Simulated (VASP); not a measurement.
Runs of VASP 6.6.1 on Cl. The structure is that of space group Im-3m (No. 229), or close to it. The cells are those of the table. 

```csv
task,cell,cutoff (eV),gap on the mesh (eV),pressure (GPa)
single point,"a = 3.032 Å, angles 70.5, 109.5, 70.5°, 1 atom",520,none,-0.1
relaxation of cell and atoms,"relaxed from a = 3.074 Å, angles 70.5, 109.5, 70.5°, 1 atom",600,none,-0.1
single point,"a = 3.052 Å, angles 70.5, 109.5, 70.5°, 1 atom",520,none,-0.7
single point,"a = 3.011 Å, angles 70.5, 109.5, 70.5°, 1 atom",520,none,(a)
```

Alike in all rows: level PBE; potentials or basis VASP PAW PBE potentials, release 64 (Cl); no spin polarisation; k mesh 10 × 10 × 10; smearing fermi-dirac 0.02 eV.

Problem. Estimate the missing entries.

Solution. (a) 0.6.

Caveats: an odd number of electrons without spin polarisation forces a metal; a magnetic or distorted state may lie lower.

A gap of «none» marks levels without a gap at the run's occupations.
